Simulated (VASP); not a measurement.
Runs of VASP 6.6.1 on Ta. The structure is that of space group Im-3m (No. 229), or close to it. The cells are those of the table. 

```csv
cell,cutoff (eV),gap on the mesh (eV),pressure (GPa)
"a = 2.803 Å, angles 109.5°, 1 atom",520,none,(a)
"a = 2.833 Å, angles 109.5°, 1 atom",520,none,(c)
"a = 2.954 Å, angles 109.5°, 1 atom",550,none,-15.7
"a = 2.773 Å, angles 109.5°, 1 atom",550,none,(b)
"a = 2.860 Å, angles 109.5°, 1 atom",550,none,1.0
"a = 2.890 Å, angles 109.5°, 1 atom",520,none,-5.1
"a = 2.862 Å, angles 109.5°, 1 atom",520,none,0.6
"a = 2.742 Å, angles 109.5°, 1 atom",550,none,33.9
"a = 2.918 Å, angles 109.5°, 1 atom",520,none,-10.1
```

Alike in all rows: task single point; level r2SCAN; potentials or basis VASP PAW PBE potentials, release 64 (Ta_pv); no spin polarisation; k mesh 18 × 18 × 18; smearing gaussian 0.1 eV.

**Question.** Fill in the values left out.

**Answer.** (a) 14.8; (b) 23.5; (c) 7.3.

Caveats: the PAW data sets were made with another functional, which shifts forces and pressure a little; spin-orbit coupling is left out, which moves the levels of the heavy elements; the cell stands under pressure (at least some runs); the cell stands under tension (at least some runs).

A k mesh can miss the band edges, and the runs leave out spin-orbit coupling on Ta.

A gap of «none» marks levels without a gap at the run's occupations.
